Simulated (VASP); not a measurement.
# Cu (P6_3/mmc) in VASP: a series of runs

Cu is run at these levels: PBEsol; tasks: single point.

Program: VASP 6.6.1. These are calculated values, not measurements. Logs are shortened: lines on timing, memory, paths and dates and some standing lists are left out, and cuts for length are marked.

## (1) The cell of the first run

The structure is hexagonal, space group P6_3/mmc (No. 194). Conventional cell: a = 2.413 Å, b = 2.413 Å, c = 7.888 Å, α = 90.00°, β = 90.00°, γ = 120.00°. Within 3.2 Å of Cu (site symmetry -3m) lie 12 Cu at 2.41 Å. Cu (site symmetry -6m2) has 12 Cu at 2.41 Å within 3.2 Å.

This isn't the form of Cu at room conditions, which is fcc.

## (2) Single point, PBEsol

Contents of INCAR:

```
SYSTEM = Cu
ALGO     = Fast           ! electronic algorithm
EDIFF    = 1E-6           ! SCF threshold, eV
ENCUT    = 520            ! plane-wave cutoff, eV
GGA      = PS             ! functional
ISIF     = 2              ! what is computed and relaxed
ISMEAR   = 0              ! smearing method
LASPH    = .TRUE.         ! aspherical terms in the spheres
LCHARG   = .FALSE.        ! write CHGCAR
LREAL    = .FALSE.        ! projectors in reciprocal space
LWAVE    = .FALSE.        ! write WAVECAR
NBANDS   = 30             ! bands
NELM     = 60             ! most SCF steps
PREC     = Accurate       ! precision mode
SIGMA    = 0.1            ! smearing width, eV
```

Contents of KPOINTS:

```
k-points
0
G
  18 18 6
  0 0 0
```

Contents of POSCAR:

```
Cu
1.0
    2.4129474720      0.0000000000      0.0000000000
   -1.2064737360      2.0896738088      0.0000000000
    0.0000000000      0.0000000000      7.8882279332
Cu
4
Direct
    0.0000000000      0.0000000000      0.0000000000
    0.3333333333      0.6666666667      0.2500000000
    0.0000000000      0.0000000000      0.5000000000
    0.6666666667      0.3333333333      0.7500000000
```

Potentials or basis: VASP PAW PBE potentials, release 64 (Cu).

Command:

```
$ cat potpaw_PBE.64/Cu/POTCAR > POTCAR
$ mpirun -np 1 vasp_std > vasp.out
```

OUTCAR:

```text
SYSTEM = Cu
   EDIFF = 1E-6
   ENCUT = 520
   GGA = PS
   ISIF = 2
   ISMEAR = 0
   LASPH = .TRUE.
   LREAL = .FALSE.
   NELM = 60
   PREC = Accurate

 ion  position               nearest neighbor table
   1  0.000  0.000  0.000-   2 2.41   4 2.41   4 2.41   2 2.41   4 2.41   2 2.41
   2  0.333  0.667  0.250-   1 2.41   3 2.41   1 2.41   3 2.41   1 2.41   3 2.41
   3  0.000  0.000  0.500-   2 2.41   4 2.41   4 2.41   2 2.41   4 2.41   2 2.41
   4  0.667  0.333  0.750-   1 2.41   3 2.41   1 2.41   3 2.41   1 2.41   3 2.41

  LATTYP: Found a hexagonal cell.
 ALAT       =     2.4129474720
 C/A-ratio  =     3.2691254264

  Lattice vectors:

 A1 = (   2.4129474720,   0.0000000000,   0.0000000000)
 A2 = (  -1.2064737360,   2.0896738088,   0.0000000000)
 A3 = (   0.0000000000,   0.0000000000,   7.8882279332)

Analysis of symmetry for initial positions (statically):
=====================================================================
 Subroutine PRICEL returns:
 Original cell was already a primitive cell.

 Routine SETGRP: Setting up the symmetry group for a
 hexagonal supercell.

 Subroutine GETGRP returns: Found 24 space group operations
 (whereof 12 operations were pure point group operations)
 out of a pool of 24 trial point group operations.

The static configuration has the point symmetry D_3d.
 The point group associated with its full space group is D_6h.

Analysis of symmetry for dynamics (positions and initial velocities):
=====================================================================
 Subroutine PRICEL returns:
 Original cell was already a primitive cell.

 Routine SETGRP: Setting up the symmetry group for a
 hexagonal supercell.

 Subroutine GETGRP returns: Found 24 space group operations
 (whereof 12 operations were pure point group operations)
 out of a pool of 24 trial point group operations.

The dynamic configuration has the point symmetry D_3d.
 The point group associated with its full space group is D_6h.

 Subroutine INISYM returns: Found 24 space group operations
 (whereof 12 operations are pure point group operations),
 and found     1 'primitive' translations

----------------------------------------------------------------------------------------

                                     Primitive cell

  volume of cell :      39.7746

  direct lattice vectors                    reciprocal lattice vectors
     2.412947472  0.000000000  0.000000000     0.414430903  0.239271793  0.000000000
    -1.206473736  2.089673809  0.000000000     0.000000000  0.478543587  0.000000000
     0.000000000  0.000000000  7.888227933     0.000000000  0.000000000  0.126771185

  length of vectors
     2.412947472  2.412947472  7.888227933     0.478543587  0.478543587  0.126771185

  position of ions in fractional coordinates (direct lattice)
     0.000000000  0.000000000  0.000000000
     0.333333333  0.666666667  0.250000000
     0.000000000  0.000000000  0.500000000
     0.666666667  0.333333333  0.750000000

  ion indices of the primitive-cell ions
   primitive index   ion index
                 1           1
                 2           2
                 3           3
                 4           4

----------------------------------------------------------------------------------------

 KPOINTS: k-points

Automatic generation of k-mesh.
 Grid dimensions read from file:
 generate k-points for:   18   18    6

 Generating k-lattice:

  Cartesian coordinates                     Fractional coordinates (reciprocal lattice)
     0.023023939  0.013292877  0.000000000     0.055555556 -0.000000000  0.000000000
     0.000000000  0.026585755  0.000000000     0.000000000  0.055555556  0.000000000
     0.000000000  0.000000000  0.021128531     0.000000000  0.000000000  0.166666667

  Length of vectors
     0.026585755  0.026585755  0.021128531

  Shift w.r.t. Gamma in fractional coordinates (k-lattice)
     0.000000000  0.000000000  0.000000000

 Subroutine IBZKPT returns following result:
 ===========================================

 Found    148 irreducible k-points:

 Following reciprocal coordinates:
            Coordinates               Weight
  0.000000  0.000000  0.000000      1.000000
  0.055556 -0.000000  0.000000      6.000000
  0.111111 -0.000000  0.000000      6.000000
  0.166667  0.000000  0.000000      6.000000
  0.222222 -0.000000  0.000000      6.000000
  0.277778 -0.000000  0.000000      6.000000
[... 16 lines left out ...]
  0.333333  0.111111  0.000000     12.000000
  0.388889  0.111111  0.000000     12.000000
 [... further k-points ...]
   k-points           NKPTS =    148   k-points in BZ     NKDIM =    148   number of bands    NBANDS=     30
   number of dos      NEDOS =    301   number of ions     NIONS =      4
   total plane-waves  NPLWV =  19440
   dimension x,y,z NGX =    18 NGY =   18 NGZ =   60
   dimension x,y,z NGXF=    36 NGYF=   36 NGZF=  120
   ions per type =               4
   NGX,Y,Z   is equivalent  to a cutoff of  12.40, 12.40, 12.65 a.u.
   NGXF,Y,Z  is equivalent  to a cutoff of  24.80, 24.80, 25.29 a.u.
 SYSTEM =  Cu
   PREC   = accura    normal or accurate (medium, high low for compatibility)
   ISTART =      0    job   : 0-new  1-cont  2-samecut
   ICHARG =      2    charge: 1-file 2-atom 10-const
   ISPIN  =      1    spin polarized calculation?
   LNONCOLLINEAR =      F non collinear calculations
   LSORBIT =      F    spin-orbit coupling
   LASPH  =      T    aspherical Exc in radial PAW
   ENCUT  =  520.0 eV  38.22 Ry    6.18 a.u.   4.49  4.49 14.67*2*pi/ulx,y,z
   NELM   =     60;   NELMIN=  2; NELMDL= -5     # of ELM steps
   EDIFF  = 0.1E-05   stopping-criterion for ELM
   LREAL  =      F    real-space projection
   EDIFFG = 0.1E-04   stopping-criterion for IOM
   NSW    =      0    number of steps for IOM
   IBRION =     -1    ionic relax: 0-MD 1-quasi-New 2-CG
   NFREE  =      0    steps in history (QN), initial steepest desc. (CG)
   ISIF   =      2    stress and relaxation
   ISYM   =      2    0-nonsym 1-usesym 2-fastsym
   POTIM  = 0.5000    time-step for ionic-motion
   TEBEG  =    0.0;   TEEND  =   0.0 temperature during run
   PSTRESS=    0.0 pullay stress
   NELECT =      44.0000    total number of electrons
   NUPDOWN=      -1.0000    fix difference up-down
   EMIN   =  10.00;   EMAX   =-10.00  energy-range for DOS
   EFERMI =   0.00;   METHOD = LEGACY
   ISMEAR =     0;   SIGMA  =   0.10  broadening in eV -4-tet -1-fermi 0-gaus
   EFERMI_NEDOS =   21; number of points for ismear=-14 and -15
   IALGO  =     68    algorithm
   IMIX   =      4    mixing-type and parameters
     AMIX     =   0.40;   BMIX     =  1.00
     AMIX_MAG =   1.60;   BMIX_MAG =  1.00
  volume/ion in A,a.u.               =       9.94        67.10
  Fermi-wavevector in a.u.,A,eV,Ry     =   1.693131  3.199553 39.003701  2.866691
  Thomas-Fermi vector in A             =   2.774592
   LORBIT       =      0    0 simple, 1 ext, 2 COOP (PROOUT), +10 PAW based schemes
   GGA     = PS    functional components
   LHFCALC =     F    Hartree Fock is set to
   AEXX    =    0.0000 exact exchange contribution
   IVDW    =     0    specifies the selected vdW correction
   LEPSILON=     F    determine dielectric tensor
   LRPA    =     F    only Hartree local field effects (RPA)
 non-spin polarized calculation
 RMM-DIIS sequential band-by-band and
 Gauss-broadening in eV      SIGMA  =   0.10
  energy-cutoff  :      520.00
  volume of cell :       39.77
 maximum number of plane-waves:      1097
 NGX is ok and might be reduce to    18
   NGX =  9   NGY =  9   NGZ = 29

 number of electron      44.0000066 magnetization

 Free energy of the ion-electron system (eV)
  ---------------------------------------------------
  ext. energy  EPLUGINS =         0.00000000
  ---------------------------------------------------
  free energy    TOTEN  =       -16.73432718 eV

  energy without entropy =      -16.72782314  energy(sigma->0) =      -16.73107516

 E-fermi :   9.7061     XC(G=0): -13.9451

 val. band max:        9.7044697235   @ k =   0.1667   0.1667   0.3333
 cond. band min:       9.7345315483   @ k =   0.2222   0.1111   0.3333
 fundamental gap:      0.0300618249
 Fermi energy:         9.7061190259

 k-point     1 :       0.0000    0.0000    0.0000
  band No.  band energies     occupation
      1      -1.0553      2.00000
      2       1.3102      2.00000
      3       1.3195      2.00000
      4       3.5588      2.00000
      5       5.7649      2.00000
      6       5.7708      2.00000
[... 22 lines left out ...]
     29      32.9533      0.00000
     30      33.7599      0.00000

 k-point     2 :       0.0556   -0.0000    0.0000
  band No.  band energies     occupation
      1      -0.9418      2.00000
      2       1.4104      2.00000
      3       1.4196      2.00000
      4       3.6296      2.00000
      5       5.7010      2.00000
      6       5.7399      2.00000
[... 22 lines left out ...]
     29      32.2620      0.00000
     30      32.3171      0.00000

 k-point     3 :       0.1111   -0.0000    0.0000
  band No.  band energies     occupation
      1      -0.6052      2.00000
      2       1.7023      2.00000
      3       1.7111      2.00000
      4       3.8295      2.00000
      5       5.5563      2.00000
      6       5.6597      2.00000
[... 22 lines left out ...]
     29      30.2965      0.00000
     30      30.2995      0.00000

 k-point     4 :       0.1667    0.0000    0.0000
  band No.  band energies     occupation
      1      -0.0582      2.00000
      2       2.1557      2.00000
      3       2.1637      2.00000
      4       4.1155      2.00000
      5       5.3956      2.00000
      6       5.5434      2.00000
[... 616 lines left out ...]
     29      22.6701      0.00000
     30      25.1805      0.00000

 k-point    23 :       0.3333    0.1111    0.0000
  band No.  band energies     occupation
      1       3.4430      2.00000
      2       3.8600      2.00000
      3       3.9808      2.00000
      4       4.5138      2.00000
      5       4.8627      2.00000
      6       4.9909      2.00000
[... 22 lines left out ...]
     29      21.9869      0.00000
     30      24.1309      0.00000

 k-point    24 :       0.3889    0.1111    0.0000
  band No.  band energies     occupation
      1       3.7487      2.00000
      2       3.8692      2.00000
      3       4.1896      2.00000
      4       4.4853      2.00000
      5       4.8673      2.00000
      6       4.8959      2.00000
[... 22 lines left out ...]
     29      21.4807      0.00000
     30      22.2812      0.00000

 [... further k-points ...]
[... 5 lines left out ...]
  --------------------------------------------------------------------------------------
  -------------------------------------------------------------------------------------
  Total        7.6436031      7.6436031      7.6353006      0.0000000      0.0000000     -0.0000000
  in kB      307.8951815    307.8951815    307.5607445      0.0000000      0.0000000     -0.0000000
  external PRESSURE =     307.7837025 kB  Pullay stress =       0.0000000 kB

 VOLUME and BASIS-vectors are now :
 -----------------------------------------------------------------------------
  energy-cutoff  :      520.00
  volume of cell :       39.77
      direct lattice vectors                 reciprocal lattice vectors
     2.412947472  0.000000000  0.000000000     0.414430903  0.239271793  0.000000000
    -1.206473736  2.089673809  0.000000000     0.000000000  0.478543587  0.000000000
     0.000000000  0.000000000  7.888227933     0.000000000  0.000000000  0.126771185

 POSITION                                       TOTAL-FORCE (eV/Angst)
 -----------------------------------------------------------------------------------
      0.00000      0.00000      0.00000         0.000000      0.000000      0.000000
     -0.00000      1.39312      1.97206        -0.000000     -0.000000     -0.000000
      0.00000      0.00000      3.94411         0.000000      0.000000      0.000000
      1.20647      0.69656      5.91617        -0.000000      0.000000      0.000000
 -----------------------------------------------------------------------------------
    total drift:                                0.000000     -0.000000      0.000000

  FREE ENERGIE OF THE ION-ELECTRON SYSTEM (eV)
  ---------------------------------------------------
  free  energy   TOTEN  =       -16.7343271795 eV

  energy  without entropy=      -16.7278231365  energy(sigma->0) =      -16.73107516
```

Wall time 6 min (1 thread of Intel Xeon 8259CL, shared host); peak memory 0.24 GiB.

Results:

```
Free energy            : -16.7343 eV
Pressure               : 30.8 GPa
Band gap on the k mesh : zero (bands 22 and 23 overlap by 5.70 eV)
```

Caveat: the cell stands under pressure; the PAW data sets were made with another functional, which shifts forces and pressure a little.

## (3) Single point, PBEsol

This run uses another cell than the first one, of 10.51 Å³/atom.

Contents of INCAR:

```
SYSTEM = Cu
  PREC = Accurate
  ENCUT = 520
  EDIFF = 1E-7
  ISMEAR = 0
  SIGMA = 0.1
  LREAL = .False.
  LASPH = .True.
  NELM = 80
  ALGO = Fast
  ISIF = 2
  LWAVE = .False.
  LCHARG = .False.
  GGA = PS
  NBANDS = 30
```

Contents of KPOINTS:

```
regular mesh
0
Gamma
  18 18 6
  0 0 0
```

Contents of POSCAR:

```
Cu
1.0
    2.4578634100      0.0000000000      0.0000000000
   -1.2289317050      2.1285721521      0.0000000000
    0.0000000000      0.0000000000      8.0349548498
Cu
4
Direct
    0.0000000000      0.0000000000      0.0000000000
    0.3333333333      0.6666666667      0.2500000000
    0.0000000000      0.0000000000      0.5000000000
    0.6666666667      0.3333333333      0.7500000000
```

Potentials or basis: VASP PAW PBE potentials, release 64 (Cu).

Command:

```
$ cat potpaw_PBE.64/Cu/POTCAR > POTCAR
$ mpirun -np 1 vasp_std > vasp.out
```

Wall time 5.8 min (1 thread of Intel Xeon 8259CL, shared host); peak memory 0.25 GiB.

The run converged. Its results:

```
Free energy            : -17.0587 eV
Pressure               : 15.6 GPa
Band gap on the k mesh : zero (bands 22 and 23 overlap by 5.50 eV)
```

Levels at points of the mesh, in eV from the Fermi level:
```
           k point  band 18  band 19  band 20  band 21  band 22  band 23  band 24  band 25  band 26  band 27
(0.00, 0.00, 0.00)    -2.27    -2.27    -2.08    -2.08    -1.74    -1.74    -1.36     4.39    13.45    13.45
(0.50, 0.00, 0.00)    -1.59    -1.58    -1.56    -0.85     0.25     1.10     1.70     5.24     5.25     9.12
(0.00, 0.00, 0.50)    -2.42    -2.42    -2.42    -1.88    -1.88    -1.88    -1.88     7.60     7.60    20.10
(0.50, 0.00, 0.50)    -1.68    -1.59    -1.59     0.02     0.02     1.46     1.46     5.70     5.70     7.69
```

Caveat: the cell stands under pressure; the PAW data sets were made with another functional, which shifts forces and pressure a little.

## (4) Single point, PBEsol

This run uses another cell than the first one, of 10.85 Å³/atom.

Contents of INCAR:

```
ALGO = Fast ; EDIFF = 1E-7
ENCUT = 520 ; GGA = PS
ISIF = 2 ; ISMEAR = 0
LASPH = T ; LCHARG = F
LREAL = F ; LWAVE = F
NBANDS = 30 ; NELM = 100
PREC = Accurate ; SIGMA = 0.1
```

Contents of KPOINTS:

```
k-points
0
Gamma
  18 18 6
```

Contents of POSCAR:

```
Cu
1.0
    2.4838492864      0.0000000000      0.0000000000
   -1.2419246432      2.1510765812      0.0000000000
    0.0000000000      0.0000000000      8.1192816033
Cu
4
Direct
    0.0000000000      0.0000000000      0.0000000000
    0.3333333333      0.6666666667      0.2500000000
    0.0000000000      0.0000000000      0.5000000000
    0.6666666667      0.3333333333      0.7500000000
```

Command:

```
$ cat potpaw_PBE.64/Cu/POTCAR > POTCAR
$ mpirun -np 1 vasp_std > vasp.out
```

Wall time 3.4 min (1 thread of Intel Xeon 8259CL, shared host); peak memory 0.25 GiB.

The run converged. Its results:

| Item | Value |
| --- | --- |
| Free energy | -17.1613 eV |
| Pressure | 8.7 GPa |
| Band gap on the k mesh | zero (bands 22 and 23 overlap by 5.39 eV) |

Levels at points of the mesh, in eV from the Fermi level:
```tsv
k point	band 19	band 20	band 21	band 22	band 23	band 24	band 25	band 26
(0.00, 0.00, 0.00)	-2.21	-2.02	-2.02	-1.70	-1.70	-1.26	4.22	13.18
(0.50, 0.00, 0.00)	-1.55	-1.53	-0.77	0.31	1.07	1.67	5.07	5.08
(0.00, 0.00, 0.50)	-2.35	-2.35	-1.84	-1.84	-1.84	-1.84	7.41	7.41
(0.50, 0.00, 0.50)	-1.56	-1.56	0.04	0.04	1.44	1.44	5.54	5.54
```

Caveat: the cell stands under pressure; the PAW data sets were made with another functional, which shifts forces and pressure a little.

## (5) Single point, PBEsol

This run uses another cell than the first one, of 11.13 Å³/atom.

Contents of INCAR:

```
  PREC = Accurate
  ENCUT = 520
  EDIFF = 1E-6
  ISMEAR = 0
  SIGMA = 0.1
  LREAL = False
  LASPH = True
  NELM = 100
  ALGO = Fast
  ISIF = 2
  LWAVE = False
  LCHARG = False
  GGA = PS
  NBANDS = 30
```

Contents of KPOINTS:

```
regular mesh
0
Gamma
  18 18 6
```

Contents of POSCAR:

```
Cu
1.0
    2.5052952624      0.0000000000      0.0000000000
   -1.2526476312      2.1696493412      0.0000000000
    0.0000000000      0.0000000000      8.1885976762
Cu
4
Direct
    0.0000000000      0.0000000000      0.0000000000
    0.3333333333      0.6666666667      0.2500000000
    0.0000000000      0.0000000000      0.5000000000
    0.6666666667      0.3333333333      0.7500000000
```

Command:

```
$ cat potpaw_PBE.64/Cu/POTCAR > POTCAR
$ mpirun -np 1 vasp_std > vasp.out
```

Run time: 4 min. Hardware: 1 thread of Intel Xeon 8259CL, shared host; peak memory 0.27 GiB.

The run converged. Its results:

| Quantity | Value |
| --- | --- |
| Free energy | -17.2055 eV |
| Pressure | 3.9 GPa |
| Band gap on the k mesh | zero (bands 22 and 23 overlap by 5.31 eV) |

Levels at points of the mesh, in eV from the Fermi level:
| k point | band 19 | band 20 | band 21 | band 22 | band 23 | band 24 | band 25 | band 26 |
| --- | --- | --- | --- | --- | --- | --- | --- | --- |
| (0.00, 0.00, 0.00) | -2.16 | -1.98 | -1.98 | -1.67 | -1.67 | -1.17 | 4.09 | 12.96 |
| (0.50, 0.00, 0.00) | -1.52 | -1.51 | -0.71 | 0.35 | 1.05 | 1.63 | 4.93 | 4.94 |
| (0.00, 0.00, 0.50) | -2.29 | -2.29 | -1.80 | -1.80 | -1.80 | -1.80 | 7.26 | 7.26 |
| (0.50, 0.00, 0.50) | -1.53 | -1.53 | 0.05 | 0.05 | 1.42 | 1.42 | 5.41 | 5.41 |

Caveat: the cell stands under pressure; the PAW data sets were made with another functional, which shifts forces and pressure a little.

## (6) Summary

```tsv
cell	further INCAR settings	gap on the mesh (eV)	pressure (GPa)
a = 2.413, b = 2.413, c = 7.888 Å, angles 90.0, 90.0, 120.0°, 4 atoms	ALGO = Fast; EDIFF = 1e-06; NBANDS = 30	none	30.8
a = 2.458, b = 2.458, c = 8.035 Å, angles 90.0, 90.0, 120.0°, 4 atoms	ALGO = Fast; EDIFF = 1e-07; NBANDS = 30	none	15.6
a = 2.484, b = 2.484, c = 8.119 Å, angles 90.0, 90.0, 120.0°, 4 atoms	ALGO = Fast; EDIFF = 1e-07; NBANDS = 30	none	8.7
a = 2.505, b = 2.505, c = 8.189 Å, angles 90.0, 90.0, 120.0°, 4 atoms	ALGO = Fast; EDIFF = 1e-06; NBANDS = 30	none	3.9
```

Alike in all rows: task single point; level PBEsol; potentials or basis VASP PAW PBE potentials, release 64 (Cu); no spin polarisation; k mesh 18 × 18 × 6; cutoff (eV) 520; smearing gaussian 0.1 eV.

Caveats: the cell stands under pressure; the PAW data sets were made with another functional, which shifts forces and pressure a little.

Absolute energies hang on the potentials; compare differences alone.
